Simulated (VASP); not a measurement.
Set up this calculation in VASP 6.6.1, as the native input.

- Task: single point
- Functional: PBEsol
- Potentials or basis: VASP PAW PBE potentials, release 64 (Zn, Se)
- Cutoff: 520 eV
- k mesh: 8 × 8 × 6
- Occupations: gaussian, width 0.05 eV
- Spin: no spin polarisation
- Dipole correction: no
- Further INCAR settings: ALGO = Normal; EDIFF = 1e-06; NBANDS = 26

The structure of ZnSe lies in POSCAR:

```
ZnSe
1.0
    3.9625030235      0.0000000000      0.0000000000
    0.0000000000      3.9625030235      0.0000000000
    0.0000000000      0.0000000000      5.4412877586
Zn Se
2 2
Direct
    0.0000000000      0.0000000000      0.0000000000
    0.5000000000      0.5000000000      0.0000000000
    0.0000000000      0.5000000000      0.2500800731
    0.5000000000      0.0000000000      0.7499199269
```

This cell differs from its parent crystal: atoms shifted along a free coordinate.

The input as run:

INCAR

```
SYSTEM = ZnSe
PREC = Accurate ; ENCUT = 520
EDIFF = 1E-6 ; ISMEAR = 0
SIGMA = 0.05 ; LREAL = .FALSE.
LASPH = .TRUE. ; NELM = 80
ALGO = Normal ; ISIF = 2
LWAVE = .FALSE. ; LCHARG = .FALSE.
GGA = PS ; NBANDS = 26
```

KPOINTS

```
regular mesh
0
G
  8 8 6
  0 0 0
```

Potentials or basis: VASP PAW PBE potentials, release 64 (Zn, Se).

Command:

```sh
$ cat potpaw_PBE.64/Zn/POTCAR potpaw_PBE.64/Se/POTCAR > POTCAR
$ mpirun -np 1 vasp_std > vasp.out
```

It gave:

* Pressure: 8.5 GPa
* Largest force: 1.762 eV/Å
* Band gap on the k mesh: 1.49 eV

Caveat: the cell differs from its parent crystal (atoms shifted along a free coordinate); the cell stands under pressure; the PAW data sets were made with another functional, which shifts forces and pressure a little.

Run time: 55 s on 1 thread of AMD EPYC 9R45 96-Core Processor (Zen 5) (shared host), peak memory 0.22 GiB.
